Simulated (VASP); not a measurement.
# Al2O3 (P6/mmm) in VASP: relaxation of cell and atoms with PBE

Aim: the relaxation of cell and atoms of Al2O3 with PBE.

Everything below comes from runs of VASP 6.6.1. Logs are shortened: lines on timing, memory, paths and dates and some standing lists are left out, and cuts for length are marked.

**1. The cell of the first run**

Symmetry: P6/mmm, No. 191, hexagonal system. Conventional cell: a = 4.302 Å, b = 4.302 Å, c = 4.308 Å, α = 90.00°, β = 90.00°, γ = 120.00°. Al (site symmetry 6/mmm) has 6 O at 2.15 Å and 2 Al at 2.15 Å within 2.8 Å. Al (site symmetry 6/mmm) has 2 Al at 2.15 Å within 2.9 Å. Within 2.8 Å of O (site symmetry mmm) lie 4 O at 2.15 Å and 2 Al at 2.15 Å.

The cell was generated, and may not be a known phase.

**2. Relaxation of cell and atoms, PBE**

The input, INCAR:

```
SYSTEM = Al2O3
PREC = Accurate
ENCUT = 1340
EDIFF = 1E-7
ISMEAR = 0
SIGMA = 0.1
LREAL = .False.
LASPH = .True.
NELM = 120
ALGO = Normal
ISIF = 3
LWAVE = .False.
LCHARG = .False.
GGA = PE
IBRION = 2
NSW = 90
EDIFFG = -0.04
GGA_COMPAT = .False.
NELMIN = 4
```

The input, KPOINTS:

```
Automatic mesh
0
Gamma
  6 6 4
  0 0 0
```

The input, POSCAR:

```
Al2O3
1.0
    4.3024199700      0.0000000000      0.0000000000
   -2.1512099900      3.7260049900      0.0000000000
    0.0000000000      0.0000000000      4.3080588400
Al O
2 3
Direct
    0.0000000000      0.0000000000      0.5000000000
    0.0000000000      0.0000000000      0.0000000000
    0.5000000000      0.0000000000      0.5000000000
    0.0000000000      0.5000000000      0.5000000000
    0.5000000000      0.5000000000      0.5000000000
```

Potentials or basis: VASP PAW PBE potentials, release 64 (Al, O_h).

On the command line:

```sh
cat potpaw_PBE.64/Al/POTCAR potpaw_PBE.64/O_h/POTCAR > POTCAR
mpirun -np 1 vasp_std > vasp.out
```

OUTCAR:

```text
SYSTEM = Al2O3
   PREC = Accurate
   ENCUT = 1340
   EDIFF = 1E-7
   ISMEAR = 0
   LREAL = .False.
   LASPH = .True.
   NELM = 120
   ISIF = 3
   GGA = PE
   IBRION = 2
   NSW = 90
   EDIFFG = -0.04
   NELMIN = 4

 ion  position               nearest neighbor table
   1  0.000  0.000  0.500-   5 2.15   5 2.15   3 2.15   3 2.15   4 2.15   4 2.15   2 2.15   2 2.15

   2  0.000  0.000  0.000-   1 2.15   1 2.15
   3  0.500  0.000  0.500-   1 2.15   1 2.15
   4  0.000  0.500  0.500-   1 2.15   1 2.15
   5  0.500  0.500  0.500-   1 2.15   1 2.15

  LATTYP: Found a hexagonal cell.
 ALAT       =     4.3024199700
 C/A-ratio  =     1.0013106275

  Lattice vectors:

 A1 = (   4.3024199700,   0.0000000000,   0.0000000000)
 A2 = (  -2.1512099900,   3.7260049900,   0.0000000000)
 A3 = (   0.0000000000,   0.0000000000,   4.3080588400)

Analysis of symmetry for initial positions (statically):
=====================================================================
 Subroutine PRICEL returns:
 Original cell was already a primitive cell.

 Routine SETGRP: Setting up the symmetry group for a
 hexagonal supercell.

 Subroutine GETGRP returns: Found 24 space group operations
 (whereof 24 operations were pure point group operations)
 out of a pool of 24 trial point group operations.

The static configuration has the point symmetry D_6h.

Analysis of symmetry for dynamics (positions and initial velocities):
=====================================================================
 Subroutine PRICEL returns:
 Original cell was already a primitive cell.

 Routine SETGRP: Setting up the symmetry group for a
 hexagonal supercell.

 Subroutine GETGRP returns: Found 24 space group operations
 (whereof 24 operations were pure point group operations)
 out of a pool of 24 trial point group operations.

The dynamic configuration has the point symmetry D_6h.

 Subroutine INISYM returns: Found 24 space group operations
 (whereof 24 operations are pure point group operations),
 and found     1 'primitive' translations

----------------------------------------------------------------------------------------

                                     Primitive cell

  volume of cell :      69.0618

  direct lattice vectors                    reciprocal lattice vectors
     4.302419970  0.000000000  0.000000000     0.232427333  0.134191984  0.000000000
    -2.151209990  3.726004990  0.000000000     0.000000000  0.268383967  0.000000000
     0.000000000  0.000000000  4.308058840     0.000000000  0.000000000  0.232123106

  length of vectors
     4.302419970  4.302419971  4.308058840     0.268383967  0.268383967  0.232123106

  position of ions in fractional coordinates (direct lattice)
     0.000000000  0.000000000  0.500000000
     0.000000000  0.000000000  0.000000000
     0.500000000  0.000000000  0.500000000
     0.000000000  0.500000000  0.500000000
     0.500000000  0.500000000  0.500000000

  ion indices of the primitive-cell ions
   primitive index   ion index
                 1           1
                 2           2
                 3           3
                 4           4
                 5           5

----------------------------------------------------------------------------------------

 KPOINTS: Automatic mesh

Automatic generation of k-mesh.
 Grid dimensions read from file:
 generate k-points for:    6    6    4

 Generating k-lattice:

  Cartesian coordinates                     Fractional coordinates (reciprocal lattice)
     0.038737889  0.022365331  0.000000000     0.166666667  0.000000000  0.000000000
     0.000000000  0.044730661  0.000000000     0.000000000  0.166666667  0.000000000
     0.000000000  0.000000000  0.058030777     0.000000000  0.000000000  0.250000000

  Length of vectors
     0.044730661  0.044730661  0.058030777

  Shift w.r.t. Gamma in fractional coordinates (k-lattice)
     0.000000000  0.000000000  0.000000000

 Subroutine IBZKPT returns following result:
 ===========================================

 Found     21 irreducible k-points:

 Following reciprocal coordinates:
            Coordinates               Weight
  0.000000  0.000000  0.000000      1.000000
  0.166667 -0.000000  0.000000      6.000000
  0.333333  0.000000  0.000000      6.000000
  0.500000  0.000000  0.000000      3.000000
  0.166667  0.166667  0.000000      6.000000
  0.333333  0.166667  0.000000     12.000000
[... 13 lines left out ...]
  0.333333  0.166667  0.500000     12.000000
  0.333333  0.333333  0.500000      2.000000
   k-points           NKPTS =     21   k-points in BZ     NKDIM =     21   number of bands    NBANDS=     16
   number of dos      NEDOS =    301   number of ions     NIONS =      5
   total plane-waves  NPLWV = 157464
   dimension x,y,z NGX =    54 NGY =   54 NGZ =   54
   dimension x,y,z NGXF=   108 NGYF=  108 NGZF=  108
   ions per type =               2   3
   NGX,Y,Z   is equivalent  to a cutoff of  20.87, 20.87, 20.84 a.u.
   NGXF,Y,Z  is equivalent  to a cutoff of  41.73, 41.73, 41.68 a.u.
 SYSTEM =  Al2O3
   PREC   = accura    normal or accurate (medium, high low for compatibility)
   ISTART =      0    job   : 0-new  1-cont  2-samecut
   ICHARG =      2    charge: 1-file 2-atom 10-const
   ISPIN  =      1    spin polarized calculation?
   LNONCOLLINEAR =      F non collinear calculations
   LSORBIT =      F    spin-orbit coupling
   LASPH  =      T    aspherical Exc in radial PAW
   ENCUT  = 1340.0 eV  98.49 Ry    9.92 a.u.  12.84 12.84 12.86*2*pi/ulx,y,z
   NELM   =    120;   NELMIN=  4; NELMDL= -5     # of ELM steps
   EDIFF  = 0.1E-06   stopping-criterion for ELM
   LREAL  =      F    real-space projection
   EDIFFG = -.4E-01   stopping-criterion for IOM
   NSW    =     90    number of steps for IOM
   IBRION =      2    ionic relax: 0-MD 1-quasi-New 2-CG
   NFREE  =      1    steps in history (QN), initial steepest desc. (CG)
   ISIF   =      3    stress and relaxation
   ISYM   =      2    0-nonsym 1-usesym 2-fastsym
   POTIM  = 0.5000    time-step for ionic-motion
   TEBEG  =    0.0;   TEEND  =   0.0 temperature during run
   PSTRESS=    0.0 pullay stress
   NELECT =      24.0000    total number of electrons
   NUPDOWN=      -1.0000    fix difference up-down
   EMIN   =  10.00;   EMAX   =-10.00  energy-range for DOS
   EFERMI =   0.00;   METHOD = LEGACY
   ISMEAR =     0;   SIGMA  =   0.10  broadening in eV -4-tet -1-fermi 0-gaus
   EFERMI_NEDOS =   21; number of points for ismear=-14 and -15
   IALGO  =     38    algorithm
   IMIX   =      4    mixing-type and parameters
     AMIX     =   0.40;   BMIX     =  1.00
     AMIX_MAG =   1.60;   BMIX_MAG =  1.00
  volume/ion in A,a.u.               =      13.81        93.21
  Fermi-wavevector in a.u.,A,eV,Ry     =   1.150975  2.175028 18.024235  1.324744
  Thomas-Fermi vector in A             =   2.287636
   LORBIT       =      0    0 simple, 1 ext, 2 COOP (PROOUT), +10 PAW based schemes
   GGA     = PE    functional components
   LHFCALC =     F    Hartree Fock is set to
   AEXX    =    0.0000 exact exchange contribution
   IVDW    =     0    specifies the selected vdW correction
   LEPSILON=     F    determine dielectric tensor
   LRPA    =     F    only Hartree local field effects (RPA)
 conjugate gradient relaxation of ions
 non-spin polarized calculation
 Gauss-broadening in eV      SIGMA  =   0.10
  energy-cutoff  :     1340.00
  volume of cell :       69.06
 maximum number of plane-waves:      7732
 NGX is ok and might be reduce to    54
   NGX = 25   NGY = 25   NGZ = 25

--------------------------------------- Ionic step        1  -------------------------------------------

 number of electron      23.9999999 magnetization

 Free energy of the ion-electron system (eV)
  ---------------------------------------------------
  ext. energy  EPLUGINS =         0.00000000
  ---------------------------------------------------
  free energy    TOTEN  =       -19.90524251 eV

  energy without entropy =      -19.89567049  energy(sigma->0) =      -19.90045650

 E-fermi :   4.2148     XC(G=0):  -9.4056

 val. band max:        4.2094537243   @ k =   0.3333   0.0000   0.2500
 cond. band min:       4.2288790653   @ k =   0.1667   0.1667   0.0000
 fundamental gap:      0.0194253409
 Fermi energy:         4.2148329248

 k-point     1 :       0.0000    0.0000    0.0000
  band No.  band energies     occupation
      1     -15.6788      2.00000
      2     -12.2044      2.00000
      3     -12.2044      2.00000
      4      -2.2414      2.00000
      5      -2.0433      2.00000
      6      -2.0433      2.00000
[... 8 lines left out ...]
     15       6.6125      0.00000
     16       8.3215      0.00000
[... 595 lines left out ...]
 POSITION                                       TOTAL-FORCE (eV/Angst)
 -----------------------------------------------------------------------------------
     -2.03182      3.51921      2.74202        -0.000000     -0.000000      0.000000
     -2.03182      3.51921      0.00000        -0.000000     -0.000000      0.000000
      2.03182      0.00000      2.74202         0.000000      0.000000      0.000000
      3.04773      1.75961      2.74202        -0.000000      0.000000      0.000000
      1.01591      1.75961      2.74202         0.000000      0.000000      0.000000
 -----------------------------------------------------------------------------------
    total drift:                               -0.000000      0.000000      0.000000

  FREE ENERGIE OF THE ION-ELECTRON SYSTEM (eV)
  ---------------------------------------------------
  free  energy   TOTEN  =       -21.6440454251 eV

  energy  without entropy=      -21.6377281955  energy(sigma->0) =      -21.64088681

--------------------------------------- Ionic step        7  -------------------------------------------

 number of electron      24.0000003 magnetization

 Free energy of the ion-electron system (eV)
  ---------------------------------------------------
  ext. energy  EPLUGINS =         0.00000000
  ---------------------------------------------------
  free energy    TOTEN  =       -21.64455221 eV

  energy without entropy =      -21.63823139  energy(sigma->0) =      -21.64139180

 E-fermi :   3.5259     XC(G=0):  -8.9482

 val. band max:        3.4606688116   @ k =   0.3333   0.1667   0.0000
 cond. band min:       3.7447543158   @ k =   0.3333   0.0000   0.5000
 fundamental gap:      0.2840855042
 Fermi energy:         3.5258530977

 k-point     1 :       0.0000    0.0000    0.0000
  band No.  band energies     occupation
      1     -17.2663      2.00000
      2     -12.7585      2.00000
      3     -12.7585      2.00000
      4      -3.8440      2.00000
      5      -3.2534      2.00000
      6      -3.2534      2.00000
[... 8 lines left out ...]
     15       5.4656      0.00000
     16       7.6984      0.00000
[... 400 lines left out ...]
 POSITION                                       TOTAL-FORCE (eV/Angst)
 -----------------------------------------------------------------------------------
      0.00000      0.00000      2.74351         0.000000     -0.000000      0.000000
      0.00000      0.00000      5.48703         0.000000     -0.000000      0.000000
      2.03575      0.00000      2.74351         0.000000     -0.000000      0.000000
     -1.01788      1.76301      2.74351        -0.000000      0.000000      0.000000
      1.01788      1.76301      2.74351         0.000000     -0.000000      0.000000
 -----------------------------------------------------------------------------------
    total drift:                                0.000000     -0.000000      0.000000

  FREE ENERGIE OF THE ION-ELECTRON SYSTEM (eV)
  ---------------------------------------------------
  free  energy   TOTEN  =       -21.6445522065 eV

  energy  without entropy=      -21.6382313876  energy(sigma->0) =      -21.64139180

 reached required accuracy - stopping structural energy minimisation
```

Wall time 11 min (1 thread of AMD EPYC 7R43 (Zen 3), shared host); peak memory 0.43 GiB.

What came out:

```yaml
Free_energy: -21.6446 eV
Relaxed_volume: 15.75 Å³/atom
Relaxed_cell: a = 4.072 Å, b = 4.072 Å, c = 5.487 Å, α = 90.00°, β = 90.00°, γ = 120.00°
Space_group_after_relaxing_to_0.1_Å: P6/mmm (No. 191)
Energy_gained_by_relaxing: 347.9 meV/atom
Ionic_steps: 7
Pressure_after_relaxing: 0.0 GPa
Band_gap_on_the_k_mesh: zero (bands 12 and 13 overlap by 1.56 eV)
```

Stress tensor (GPa, compression positive):
```
 0.02  0.00  0.00
 0.00  0.02  0.00
 0.00  0.00 -0.16
```

Step by step:
```tsv
step	energy change (eV)	largest force (eV/Å)	pressure (GPa)	volume (Å³)
1	0.0000	0.0000	9.25	69.06
2	-1.6223	0.0000	-0.05	76.33
3	-1.6834	0.0000	-0.62	77.43
4	-1.7355	0.0000	-1.03	79.51
5	-1.7359	0.0000	-1.04	79.68
6	-1.7388	0.0000	0.36	78.43
7	-1.7393	0.0000	-0.04	78.77
```

Final structure:
```
Al O
1.0
     4.07151    0.00000    0.00000
    -2.03575    3.52603    0.00000
     0.00000    0.00000    5.48703
Al O
2 3
Direct
  0.00000 0.00000 0.50000
  0.00000 0.00000 0.00000
  0.50000 0.00000 0.50000
  0.00000 0.50000 0.50000
  0.50000 0.50000 0.50000
```

Caveat: the k points lie up to 0.30 Å⁻¹ apart in the final cell, too coarse for converged energies and pressures of a metal; a cell axis changed by over 15 % at a fixed basis, so the end point is rough.

The gap in the log of VASP goes by the Fermi energy; the results here count the filled bands.